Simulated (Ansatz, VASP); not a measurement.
## One calculation of SiC, two programs

The input INCAR:

```
PREC = Accurate
ENCUT = 520
EDIFF = 1E-7
ISMEAR = -1
SIGMA = 0.02
LREAL = Auto
LASPH = T
NELM = 60
ALGO = Normal
ISIF = 2
LWAVE = F
LCHARG = F
GGA = PE
NBANDS = 46
```

The input KPOINTS:

```
Automatic mesh
0
Gamma
  12 12 2
```

The input POSCAR:

```
SiC
1.0
    3.0788102666      0.0000000000      0.0000000000
   -1.5394051333      2.6663279043      0.0000000000
    0.0000000000      0.0000000000     20.1386792686
Si C
8 8
Direct
    0.3333333333      0.6666666667      0.8751930594
    0.3333333333      0.6666666667      0.6249931379
    0.0000000000      0.0000000000      0.0000980143
    0.6666666667      0.3333333333      0.7501102221
    0.6666666667      0.3333333333      0.3751930594
    0.3333333333      0.6666666667      0.2501102221
    0.0000000000      0.0000000000      0.5000980143
    0.6666666667      0.3333333333      0.1249931379
    0.3333333333      0.6666666667      0.3441190892
    0.6666666667      0.3333333333      0.2187161743
    0.6666666667      0.3333333333      0.8441190892
    0.0000000000      0.0000000000      0.5938518784
    0.3333333333      0.6666666667      0.9689204344
    0.0000000000      0.0000000000      0.0938518784
    0.3333333333      0.6666666667      0.7187161743
    0.6666666667      0.3333333333      0.4689204344
```

Input for Ansatz:

```yaml
crystal:
  lattice:
    - [3.0788102666, 0.0, 0.0]
    - [-1.5394051333, 2.6663279043, 0.0]
    - [0.0, 0.0, 20.1386792686]
  atoms:
    - { symbol: Si, position: [0.3333333333, 0.6666666667, 0.8751930594] }
    - { symbol: Si, position: [0.3333333333, 0.6666666667, 0.6249931379] }
    - { symbol: Si, position: [0.0, 0.0, 9.80143e-05] }
    - { symbol: Si, position: [0.6666666667, 0.3333333333, 0.7501102221] }
    - { symbol: Si, position: [0.6666666667, 0.3333333333, 0.3751930594] }
    - { symbol: Si, position: [0.3333333333, 0.6666666667, 0.2501102221] }
    - { symbol: Si, position: [0.0, 0.0, 0.5000980143] }
    - { symbol: Si, position: [0.6666666667, 0.3333333333, 0.1249931379] }
    - { symbol: C, position: [0.3333333333, 0.6666666667, 0.3441190892] }
    - { symbol: C, position: [0.6666666667, 0.3333333333, 0.2187161743] }
    - { symbol: C, position: [0.6666666667, 0.3333333333, 0.8441190892] }
    - { symbol: C, position: [0.0, 0.0, 0.5938518784] }
    - { symbol: C, position: [0.3333333333, 0.6666666667, 0.9689204344] }
    - { symbol: C, position: [0.0, 0.0, 0.0938518784] }
    - { symbol: C, position: [0.3333333333, 0.6666666667, 0.7187161743] }
    - { symbol: C, position: [0.6666666667, 0.3333333333, 0.4689204344] }
kpoints:
  mp_grid: { grid: [12, 12, 2] }
  band_path:
    path:
      - [[0.0, 0.0, 0.0], [0.5, 5.314451156176e-17, 3.400104087579e-34], [0.3333333333333, 0.3333333333333, 4.696216443582e-34], [0.0, 0.0, 0.0], [-2.787206154072e-52, 2.95896126959e-52, 0.5], [0.5, 5.314451156176e-17, 0.5], [0.3333333333333, 0.3333333333333, 0.5], [-2.787206154072e-52, 2.95896126959e-52, 0.5]]
      - [[0.5, 5.314451156176e-17, 0.5], [0.5, 5.314451156176e-17, 3.400104087579e-34]]
      - [[0.3333333333333, 0.3333333333333, 0.5], [0.3333333333333, 0.3333333333333, 4.696216443582e-34]]
    npoints: 10
hamiltonian:
  xc: pbe
scf:
  occupations: { method: fermi_dirac, width: 0.02 }
  n_extra_bands: 8
output:
  forces: true
  stress: true
  eigenvalues: true
```

Alike in both runs: task single point; functional PBE; k mesh 12 × 12 × 2; occupations fermi-dirac, width 0.02 eV; no spin polarisation.

|  | VASP | Ansatz |
| --- | --- | --- |
| version | VASP 6.6.1 | Ansatz 0.2.0 |
| potentials or method | VASP PAW PBE potentials, release 64 (Si, C) | plane waves, PAW |
| plane-wave cutoff (eV) | 520 | 420 |
| valence electrons in the cell | 64 | 64 |

|  | VASP | Ansatz | Ansatz less VASP |
| --- | --- | --- | --- |
| gap on the k mesh at the Fermi level (eV) | 1.77 | 1.77 | +0.002 |
| pressure (GPa) | 3.5 | 3.5 | +0.04 |
| traceless stress, the component that is largest in VASP (GPa) | -0.10 | -0.07 | +0.026 |
| rms of the force components (eV/Å) | 0.005 | 0.002 | -0.0027 |

Atom by atom the forces differ by 0.003 eV/Å (rms over components).
